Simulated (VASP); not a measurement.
Here is a VASP 6.6.1 calculation.

Contents of POSCAR:

```
SiC
1.0
    3.1420536916      0.0000000000      0.0000000000
   -1.5710268458      2.7210983170      0.0000000000
    0.0000000000      0.0000000000      4.8170547405
Si C
2 2
Direct
    0.3333333333      0.6666666667      0.2500000000
    0.6666666667      0.3333333333      0.7500000000
    0.6666666667      0.3333333333      0.2500000000
    0.3333333333      0.6666666667      0.7500000000
```

Contents of INCAR.step1:

```
PREC = Accurate
ENCUT = 520
EDIFF = 1E-5
ISMEAR = -1
SIGMA = 0.02
LREAL = F
LASPH = T
NELM = 80
ALGO = Normal
ISIF = 2
LWAVE = T
LCHARG = F
NBANDS = 16
GGA = PE
```

Contents of INCAR.step2:

```
PREC = Accurate
ENCUT = 520
EDIFF = 1E-6
ISMEAR = -1
SIGMA = 0.02
LREAL = F
LASPH = T
NELM = 80
ALGO = Normal
ISIF = 2
LWAVE = F
LCHARG = F
GGA = PE
LHFCALC = T
HFSCREEN = 0.2079
PRECFOCK = Normal
NBANDS = 16
ISTART = 1
```

The input KPOINTS:

```
Automatic mesh
0
Gamma
  6 6 4
```

Potentials or basis: VASP PAW PBE potentials, release 64 (Si, C).

The run is started by

```bash
$ cat potpaw_PBE.64/Si/POTCAR potpaw_PBE.64/C/POTCAR > POTCAR
$ cp INCAR.step1 INCAR
$ mpirun -np 1 vasp_std > vasp.out
$ cp INCAR.step2 INCAR
$ mpirun -np 1 vasp_std > vasp.out
```

**Question.** Predict the pressure.

**Answer.** -0.4 GPa.

**Question.** What does it give for the band gap on the k mesh?

**Answer.** 0.15 eV (least direct gap 1.95 eV).

Stress tensor (GPa, compression positive):
```
-0.62  0.00  0.00
 0.00 -0.62  0.00
 0.00  0.00  0.05
```

Caveat: the PAW data sets were made with another functional, which shifts forces and pressure a little. A k mesh can miss the band edges.
